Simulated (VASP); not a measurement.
CdS:

```
Cd S
1.0
     3.79499    0.00000    0.00000
    -1.89749    3.28656    0.00000
     0.00000    0.00000    6.25258
Cd S
2 2
Cartesian
  0.0000 2.1910 4.6894
  1.8975 1.0955 1.5631
  0.0000 0.0000 0.0000
  0.0000 0.0000 3.1263
```

* Program: VASP 6.6.1
* Task: relaxation of cell and atoms
* Functional: PBE
* Potentials or basis: VASP PAW PBE potentials, release 64 (Cd, S)
* Cutoff: 600 eV
* k mesh: 6 × 6 × 4
* Occupations: gaussian, width 0.1 eV
* Spin: no spin polarisation

At the start: pressure 8.6 GPa; volume 19.50 Å³/atom.

Task: How do energy, volume and symmetry change on relaxing?

Result: Over 7 steps the energy falls by 91.3 meV/atom and the volume is 21.32 Å³/atom (+9.4 %); space group P6_3/mmc (No. 194, to 0.05 Å).

Step by step:
```tsv
step	energy change (eV)	largest force (eV/Å)	pressure (GPa)	volume (Å³)
1	0.0000	0.0000	8.56	77.98
2	-0.3066	0.0000	-2.94	90.23
3	-0.3262	0.0000	-1.13	87.56
4	-0.3611	0.0000	-0.57	86.37
5	-0.3646	0.0000	-0.34	85.88
6	-0.3646	0.0000	-0.33	85.85
7	-0.3651	0.0000	0.13	85.29
```

Final structure:
```cif
data_structure
_symmetry_space_group_name_H-M 'P 1'
_symmetry_Int_Tables_number 1
_cell_length_a 3.7941
_cell_length_b 3.7941
_cell_length_c 6.8411
_cell_angle_alpha 90.000
_cell_angle_beta 90.000
_cell_angle_gamma 120.000
_cell_volume 85.29
loop_
_atom_site_label
_atom_site_type_symbol
_atom_site_fract_x
_atom_site_fract_y
_atom_site_fract_z
_atom_site_occupancy
Cd1 Cd 0.33333 0.66667 0.75000 1
Cd2 Cd 0.66667 0.33333 0.25000 1
S1 S 0.00000 0.00000 0.00000 1
S2 S 0.00000 0.00000 0.50000 1
```
